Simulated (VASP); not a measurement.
# AlN (P2_1/m) in VASP: single point with PBEsol

Aim: the single point of AlN with PBEsol.

Program: VASP 6.6.1. These are calculated values, not measurements. Logs are shortened: lines on timing, memory, paths and dates and some standing lists are left out, and cuts for length are marked.

### Step 1. The cell of the first run

It takes space group P2_1/m (No. 11, monoclinic). The conventional cell has a = 3.232 Å, b = 4.188 Å, c = 3.313 Å, α = 90.00°, β = 117.57°, γ = 90.00°. Within 2.5 Å of Al (site symmetry m) lie 5 N at 1.87 to 2.09 Å. N (site symmetry m) has 5 Al at 1.87 to 2.09 Å within 2.5 Å.

### Step 2. Single point, PBEsol (strain +0.0562 x Voigt [0, 0, 0, 0, 0, 1])

File INCAR:

```
  PREC = Accurate
  ENCUT = 520
  EDIFF = 1E-6
  ISMEAR = 0
  SIGMA = 0.05
  LREAL = F
  LASPH = T
  NELM = 80
  ALGO = Normal
  ISIF = 2
  LWAVE = F
  LCHARG = F
  GGA = PS
  NBANDS = 16
```

File KPOINTS:

```
regular mesh
0
Gamma
  12 12 6
```

File POSCAR:

```
AlN
1.0
    3.3121157418      0.0930704523      0.0000000000
   -1.5754564948      2.8218411465      0.0000000000
    0.0000000000      0.0000000000      4.1875630000
Al N
2 2
Direct
    0.3333333333      0.6666666667      0.7500000000
    0.6666666667      0.3333333333      0.2500000000
    0.3333333333      0.6666666667      0.2500000000
    0.6666666667      0.3333333333      0.7500000000
```

Potentials or basis: VASP PAW PBE potentials, release 64 (Al, N).

Command:

```
$ cat potpaw_PBE.64/Al/POTCAR potpaw_PBE.64/N/POTCAR > POTCAR
$ mpirun -np 1 vasp_std > vasp.out
```

OUTCAR:

```text
PREC = Accurate
   ENCUT = 520
   EDIFF = 1E-6
   ISMEAR = 0
   LREAL = F
   LASPH = T
   NELM = 80
   ISIF = 2
   GGA = PS

 ion  position               nearest neighbor table
   1  0.333  0.667  0.750-   4 1.87   4 1.91   4 1.96   3 2.09   3 2.09   2 2.80   2 2.80   2 2.84
                             2 2.84   2 2.87   2 2.87
   2  0.667  0.333  0.250-   3 1.87   3 1.91   3 1.96   4 2.09   4 2.09   1 2.80   1 2.80   1 2.84
                             1 2.84   1 2.87   1 2.87
   3  0.333  0.667  0.250-   2 1.87   2 1.91   2 1.96   1 2.09   1 2.09
   4  0.667  0.333  0.750-   1 1.87   1 1.91   1 1.96   2 2.09   2 2.09

  Warning from LATTYP: Monoclinic adjustment (A1->A3, A2->A1, A3->A2)!
  LATTYP: Found a simple monoclinic cell.
 ALAT       =     3.2318494122
 B/A-ratio  =     1.2957172399
 C/A-ratio  =     1.0252405669
 COS(beta)  =    -0.4627605513

  Lattice vectors:

 A1 = (  -1.5754564948,   2.8218411465,   0.0000000000)
 A2 = (   0.0000000000,   0.0000000000,   4.1875630000)
 A3 = (   3.3121157418,   0.0930704523,   0.0000000000)

Analysis of symmetry for initial positions (statically):
=====================================================================
 Subroutine PRICEL returns:
 Original cell was already a primitive cell.

 Routine SETGRP: Setting up the symmetry group for a
 simple monoclinic supercell.

 Subroutine GETGRP returns: Found  4 space group operations
 (whereof  2 operations were pure point group operations)
 out of a pool of  4 trial point group operations.

The static configuration has the point symmetry S_2 .
 The point group associated with its full space group is C_2h.

Analysis of symmetry for dynamics (positions and initial velocities):
=====================================================================
 Subroutine PRICEL returns:
 Original cell was already a primitive cell.

 Routine SETGRP: Setting up the symmetry group for a
 simple monoclinic supercell.

 Subroutine GETGRP returns: Found  4 space group operations
 (whereof  2 operations were pure point group operations)
 out of a pool of  4 trial point group operations.

The dynamic configuration has the point symmetry S_2 .
 The point group associated with its full space group is C_2h.

 Subroutine INISYM returns: Found  4 space group operations
 (whereof  2 operations are pure point group operations),
 and found     1 'primitive' translations

----------------------------------------------------------------------------------------

                                     Primitive cell

  volume of cell :      39.7521

  direct lattice vectors                    reciprocal lattice vectors
     3.312115742  0.093070452  0.000000000     0.297258293  0.165961684  0.000000000
    -1.575456495  2.821841147  0.000000000    -0.009804224  0.348904782  0.000000000
     0.000000000  0.000000000  4.187563000     0.000000000  0.000000000  0.238802377

  length of vectors
     3.313423124  3.231849412  4.187563000     0.340449369  0.349042505  0.238802377

  position of ions in fractional coordinates (direct lattice)
     0.333333333  0.666666667  0.750000000
     0.666666667  0.333333333  0.250000000
     0.333333333  0.666666667  0.250000000
     0.666666667  0.333333333  0.750000000

  ion indices of the primitive-cell ions
   primitive index   ion index
                 1           1
                 2           2
                 3           3
                 4           4

----------------------------------------------------------------------------------------

 KPOINTS: regular mesh

Automatic generation of k-mesh.
 Grid dimensions read from file:
 generate k-points for:   12   12    6

 Generating k-lattice:

  Cartesian coordinates                     Fractional coordinates (reciprocal lattice)
     0.024771524  0.013830140  0.000000000     0.083333333  0.000000000  0.000000000
    -0.000817019  0.029075399  0.000000000     0.000000000  0.083333333  0.000000000
     0.000000000  0.000000000  0.039800396     0.000000000  0.000000000  0.166666667

  Length of vectors
     0.028370781  0.029086875  0.039800396

  Shift w.r.t. Gamma in fractional coordinates (k-lattice)
     0.000000000  0.000000000  0.000000000

 Subroutine IBZKPT returns following result:
 ===========================================

 Found    296 irreducible k-points:

 Following reciprocal coordinates:
            Coordinates               Weight
  0.000000  0.000000  0.000000      1.000000
  0.083333  0.000000  0.000000      2.000000
  0.166667  0.000000  0.000000      2.000000
  0.250000 -0.000000  0.000000      2.000000
  0.333333  0.000000  0.000000      2.000000
  0.416667  0.000000  0.000000      2.000000
[... 16 lines left out ...]
  0.250000  0.166667  0.000000      2.000000
  0.333333  0.166667  0.000000      2.000000
 [... further k-points ...]
   k-points           NKPTS =    296   k-points in BZ     NKDIM =    296   number of bands    NBANDS=     16
   number of dos      NEDOS =    301   number of ions     NIONS =      4
   total plane-waves  NPLWV =  21504
   dimension x,y,z NGX =    28 NGY =   24 NGZ =   32
   dimension x,y,z NGXF=    56 NGYF=   48 NGZF=   64
   ions per type =               2   2
   NGX,Y,Z   is equivalent  to a cutoff of  14.05, 12.35, 12.70 a.u.
   NGXF,Y,Z  is equivalent  to a cutoff of  28.10, 24.69, 25.41 a.u.
 SYSTEM =  unknown system
   PREC   = accura    normal or accurate (medium, high low for compatibility)
   ISTART =      0    job   : 0-new  1-cont  2-samecut
   ICHARG =      2    charge: 1-file 2-atom 10-const
   ISPIN  =      1    spin polarized calculation?
   LNONCOLLINEAR =      F non collinear calculations
   LSORBIT =      F    spin-orbit coupling
   LASPH  =      T    aspherical Exc in radial PAW
   ENCUT  =  520.0 eV  38.22 Ry    6.18 a.u.   6.16  6.01  7.79*2*pi/ulx,y,z
   NELM   =     80;   NELMIN=  2; NELMDL= -5     # of ELM steps
   EDIFF  = 0.1E-05   stopping-criterion for ELM
   LREAL  =      F    real-space projection
   EDIFFG = 0.1E-04   stopping-criterion for IOM
   NSW    =      0    number of steps for IOM
   IBRION =     -1    ionic relax: 0-MD 1-quasi-New 2-CG
   NFREE  =      0    steps in history (QN), initial steepest desc. (CG)
   ISIF   =      2    stress and relaxation
   ISYM   =      2    0-nonsym 1-usesym 2-fastsym
   POTIM  = 0.5000    time-step for ionic-motion
   TEBEG  =    0.0;   TEEND  =   0.0 temperature during run
   PSTRESS=    0.0 pullay stress
   NELECT =      16.0000    total number of electrons
   NUPDOWN=      -1.0000    fix difference up-down
   EMIN   =  10.00;   EMAX   =-10.00  energy-range for DOS
   EFERMI =   0.00;   METHOD = LEGACY
   ISMEAR =     0;   SIGMA  =   0.05  broadening in eV -4-tet -1-fermi 0-gaus
   EFERMI_NEDOS =   21; number of points for ismear=-14 and -15
   IALGO  =     38    algorithm
   IMIX   =      4    mixing-type and parameters
     AMIX     =   0.40;   BMIX     =  1.00
     AMIX_MAG =   1.60;   BMIX_MAG =  1.00
  volume/ion in A,a.u.               =       9.94        67.07
  Fermi-wavevector in a.u.,A,eV,Ry     =   1.208727  2.284163 19.878393  1.461021
  Thomas-Fermi vector in A             =   2.344326
   LORBIT       =      0    0 simple, 1 ext, 2 COOP (PROOUT), +10 PAW based schemes
   GGA     = PS    functional components
   LHFCALC =     F    Hartree Fock is set to
   AEXX    =    0.0000 exact exchange contribution
   IVDW    =     0    specifies the selected vdW correction
   LEPSILON=     F    determine dielectric tensor
   LRPA    =     F    only Hartree local field effects (RPA)
 non-spin polarized calculation
 Gauss-broadening in eV      SIGMA  =   0.05
  energy-cutoff  :      520.00
  volume of cell :       39.75
 maximum number of plane-waves:      1088
 NGX is ok and might be reduce to    28
   NGX = 13   NGY = 13   NGZ = 15

 number of electron      15.9999996 magnetization

 Free energy of the ion-electron system (eV)
  ---------------------------------------------------
  ext. energy  EPLUGINS =         0.00000000
  ---------------------------------------------------
  free energy    TOTEN  =       -30.87324580 eV

  energy without entropy =      -30.87324580  energy(sigma->0) =      -30.87324580

 E-fermi :   8.0639     XC(G=0): -11.3571

 val. band max:        7.8645821922   @ k =   0.0000   0.0000   0.0000
 cond. band min:      11.0315769741   @ k =   0.0000   0.0000   0.0000
 fundamental gap:      3.1669947819
 Fermi energy:         8.0638509240

 k-point     1 :       0.0000    0.0000    0.0000
  band No.  band energies     occupation
      1      -8.9054      2.00000
      2      -5.2304      2.00000
      3       0.9382      2.00000
      4       4.4775      2.00000
      5       4.7048      2.00000
      6       6.1293      2.00000
[... 8 lines left out ...]
     15      19.5146      0.00000
     16      19.6724      0.00000

 k-point     2 :       0.0833    0.0000    0.0000
  band No.  band energies     occupation
      1      -8.8301      2.00000
      2      -5.2290      2.00000
      3       1.0192      2.00000
      4       4.1540      2.00000
      5       4.5988      2.00000
      6       5.8861      2.00000
[... 8 lines left out ...]
     15      19.5286      0.00000
     16      19.6600      0.00000

 k-point     3 :       0.1667    0.0000    0.0000
  band No.  band energies     occupation
      1      -8.6098      2.00000
      2      -5.2388      2.00000
      3       1.2583      2.00000
      4       3.3803      2.00000
      5       4.3614      2.00000
      6       5.3129      2.00000
[... 8 lines left out ...]
     15      18.9714      0.00000
     16      20.1743      0.00000

 k-point     4 :       0.2500   -0.0000    0.0000
  band No.  band energies     occupation
      1      -8.2634      2.00000
      2      -5.2976      2.00000
      3       1.6412      2.00000
      4       2.5184      2.00000
      5       4.0924      2.00000
      6       4.6647      2.00000
[... 8 lines left out ...]
     15      18.3502      0.00000
     16      20.4377      0.00000
[... 324 lines left out ...]
 k-point    22 :       0.1667    0.1667    0.0000
  band No.  band energies     occupation
      1      -8.0590      2.00000
      2      -5.3340      2.00000
      3       1.8713      2.00000
      4       2.6663      2.00000
      5       3.0071      2.00000
      6       4.9629      2.00000
[... 8 lines left out ...]
     15      18.7466      0.00000
     16      20.4860      0.00000

 k-point    23 :       0.2500    0.1667    0.0000
  band No.  band energies     occupation
      1      -7.6453      2.00000
      2      -5.4912      2.00000
      3       1.9086      2.00000
      4       2.3515      2.00000
      5       2.9453      2.00000
      6       4.5043      2.00000
[... 8 lines left out ...]
     15      19.5656      0.00000
     16      20.5976      0.00000

 k-point    24 :       0.3333    0.1667    0.0000
  band No.  band energies     occupation
      1      -7.2210      2.00000
      2      -5.7240      2.00000
      3       1.4033      2.00000
      4       2.8676      2.00000
      5       3.0693      2.00000
      6       3.9765      2.00000
[... 8 lines left out ...]
     15      20.1619      0.00000
     16      20.6820      0.00000

 [... further k-points ...]
[... 5 lines left out ...]
  --------------------------------------------------------------------------------------
  -------------------------------------------------------------------------------------
  Total       -0.5152822     -0.6401542     -1.0784276     -2.3137194      0.0000000      0.0000000
  in kB      -20.7680545    -25.8009247    -43.4651962    -93.2526834      0.0000000      0.0000000
  external PRESSURE =     -30.0113918 kB  Pullay stress =       0.0000000 kB

 VOLUME and BASIS-vectors are now :
 -----------------------------------------------------------------------------
  energy-cutoff  :      520.00
  volume of cell :       39.75
      direct lattice vectors                 reciprocal lattice vectors
     3.312115742  0.093070452  0.000000000     0.297258293  0.165961684  0.000000000
    -1.575456495  2.821841147  0.000000000    -0.009804224  0.348904782  0.000000000
     0.000000000  0.000000000  4.187563000     0.000000000  0.000000000  0.238802377

 POSITION                                       TOTAL-FORCE (eV/Angst)
 -----------------------------------------------------------------------------------
      0.05373      1.91225      3.14067        -0.613315      0.070177     -0.000000
      1.68292      1.00266      1.04689         0.613315     -0.070177      0.000000
      0.05373      1.91225      1.04689        -0.754735      0.070895     -0.000000
      1.68292      1.00266      3.14067         0.754735     -0.070895      0.000000
 -----------------------------------------------------------------------------------
    total drift:                               -0.000000      0.000000     -0.000000

  FREE ENERGIE OF THE ION-ELECTRON SYSTEM (eV)
  ---------------------------------------------------
  free  energy   TOTEN  =       -30.8732458050 eV

  energy  without entropy=      -30.8732458049  energy(sigma->0) =      -30.87324580
```

It took 77 s on 1 thread of Intel Xeon Platinum 8488C (Sapphire Rapids), shared host; peak memory 0.27 GiB.

Results:

```
Free energy            : -30.8732 eV
Pressure               : -3.0 GPa
Largest force          : 0.758 eV/Å
Band gap on the k mesh : 3.17 eV, direct
```

Forces on the atoms (eV/Å):
```
Al  -0.613  0.070  0.000
Al   0.613 -0.070  0.000
N   -0.755  0.071  0.000
N    0.755 -0.071  0.000
```

Stress tensor (GPa, compression positive):
```
-2.08 -9.33  0.00
-9.33 -2.58  0.00
 0.00  0.00 -4.35
```

Caveat: the cell differs from its parent crystal (strain +0.0562 x Voigt [0, 0, 0, 0, 0, 1]); the PAW data sets were made with another functional, which shifts forces and pressure a little. A k mesh can miss the band edges.
